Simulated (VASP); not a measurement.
Input of a VASP 6.6.1 run:

File INCAR:

```
SYSTEM = Cd
PREC = Accurate ; ENCUT = 520
EDIFF = 1E-8 ; ISMEAR = -1
SIGMA = 0.03 ; LREAL = .False.
LASPH = .True. ; NELM = 80
ALGO = Normal ; ISIF = 2
LWAVE = .False. ; LCHARG = .False.
GGA = PS ; LEFG = .True.
NBANDS = 19
```

File KPOINTS:

```
Automatic mesh
0
Gamma
  14 14 6
  0 0 0
```

File POSCAR:

```
Cd
1.0
    2.9877685552      0.0000000000      0.0000000000
   -1.4938842776      2.5874834695      0.0000000000
    0.0000000000      0.0000000000      5.9442082344
Cd
2
Direct
    0.3333333333      0.6666666667      0.2500000000
    0.6666666667      0.3333333333      0.7500000000
```

Potentials or basis: VASP PAW PBE potentials, release 64 (Cd).

Command:

```sh
$ cat potpaw_PBE.64/Cd/POTCAR > POTCAR
$ mpirun -np 1 vasp_std > vasp.out
```

Q: What does it give for the band gap on the k mesh?

A: Zero (bands 12 and 13 overlap by 4.49 eV).

Q: Predict the pressure.

A: -3.2 GPa.

Stress tensor (GPa, compression positive):
```
-3.38  0.00  0.00
 0.00 -3.38  0.00
 0.00  0.00 -2.83
```

Caveat: the cell stands under tension; without QUAD_EFG the Cq values of the log hold for a quadrupole moment of 1 mb, not for the nuclei; the PAW data sets were made with another functional, which shifts forces and pressure a little.
